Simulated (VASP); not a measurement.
Wanted: the native input for a VASP 6.6.1 run.

```
Task                   : single point
Functional             : PBE
Dispersion             : D3(BJ)
Potentials or basis    : VASP PAW PBE potentials, release 64 (Al)
Cutoff                 : 520 eV
k mesh                 : 18 × 18 × 10
Occupations            : gaussian, width 0.15 eV
Spin                   : no spin polarisation
Dipole correction      : no
Further INCAR settings : ALGO = Fast; EDIFF = 1e-07; NBANDS = 10
```

The structure of Al lies in POSCAR:

```
Al
1.0
    2.8124553515      0.0000000000      0.0000000000
   -1.4062276757      2.4356577814      0.0000000000
    0.0000000000      0.0000000000      4.8668500000
Al
2
Direct
    0.6050816603      0.2101633206      0.7500000000
    0.3333333333      0.6666666667      0.2500000000
```

This cell differs from its parent crystal: atom 1 (Al) moved by (+0.000, -0.300) A along x and y.

The input as run:

INCAR

```
SYSTEM = Al
PREC = Accurate
ENCUT = 520
EDIFF = 1E-7
ISMEAR = 0
SIGMA = 0.15
LREAL = .FALSE.
LASPH = .TRUE.
NELM = 80
ALGO = Fast
ISIF = 2
LWAVE = .FALSE.
LCHARG = .TRUE.
GGA = PE
IVDW = 12
LELF = .TRUE.
LVHAR = .TRUE.
NBANDS = 10
```

KPOINTS

```
regular mesh
0
G
  18 18 10
  0 0 0
```

Potentials or basis: VASP PAW PBE potentials, release 64 (Al).

The run is started by

```console
$ cat potpaw_PBE.64/Al/POTCAR > POTCAR
$ mpirun -np 1 vasp_std > vasp.out
```

It gave:

```json
{
  "Pressure": "-2.5 GPa",
  "Largest force": "0.294 eV/Å",
  "Band gap on the k mesh": "zero (band 3 reaches 11.50 eV, above the bottom of band 4 at 4.75 eV)",
  "Dispersion energy per atom": "-0.333 eV"
}
```

Caveat: the cell differs from its parent crystal (atom 1 (Al) moved by (+0.000, -0.300) A along x and y); pairwise dispersion overbinds metals, which lowers pressure and volume.

It took 2.2 min on 1 thread of AMD EPYC 7R43 64-Core Processor (Zen 3) (shared host), peak memory 0.24 GiB.
